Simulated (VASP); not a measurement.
A run of VASP 6.6.1 is set up as follows.

Contents of POSCAR:

```
SiO2
1.0
    0.0000000000      3.6250859092      3.6250859092
    3.6250859092      0.0000000000      3.6250859092
    3.6250859092      3.6250859092      0.0000000000
Si O
2 4
Direct
    0.5000000000      0.5000000000      0.5000000000
    0.7500000000      0.7500000000      0.7500000000
    0.6250000000      0.6250000000      0.6250000000
    0.1250000000      0.6250000000      0.6250000000
    0.6250000000      0.6250000000      0.1250000000
    0.6250000000      0.1250000000      0.6250000000
```

INCAR.step1

```
SYSTEM = SiO2
  ALGO = Normal
  EDIFF = 1E-4
  ENCUT = 520
  GGA = PE
  ISMEAR = 0
  LASPH = .TRUE.
  LCHARG = .FALSE.
  LREAL = .FALSE.
  LWAVE = .TRUE.
  NBANDS = 25
  NELM = 60
  PREC = Accurate
  SIGMA = 0.02
```

The input INCAR.step2:

```
SYSTEM = SiO2
  ALGO = Normal
  EDIFF = 1E-7
  ENCUT = 520
  ISIF = 2
  ISMEAR = 0
  ISTART = 1
  LASPH = .TRUE.
  LCHARG = .FALSE.
  LMIXTAU = .TRUE.
  LREAL = .FALSE.
  LWAVE = .FALSE.
  METAGGA = R2SCAN
  NBANDS = 25
  NELM = 60
  PREC = Accurate
  SIGMA = 0.02
```

KPOINTS

```
k-points
0
G
  6 6 6
  0 0 0
```

Potentials or basis: VASP PAW PBE potentials, release 64 (Si, O).

Run with:

```sh
$ cat potpaw_PBE.64/Si/POTCAR potpaw_PBE.64/O/POTCAR > POTCAR
$ cp INCAR.step1 INCAR
$ mpirun -np 1 vasp_std > vasp.out
$ cp INCAR.step2 INCAR
$ mpirun -np 1 vasp_std > vasp.out
```

**Question.** What does it give for the pressure?

**Answer.** 11.1 GPa.

**Question.** Estimate the band gap on the k mesh.

**Answer.** 6.13 eV (least direct gap 6.14 eV).

Caveat: the cell stands under pressure; the PAW data sets were made with another functional, which shifts forces and pressure a little. r2SCAN opens gaps a little over a GGA but as a rule still falls short of measured ones.
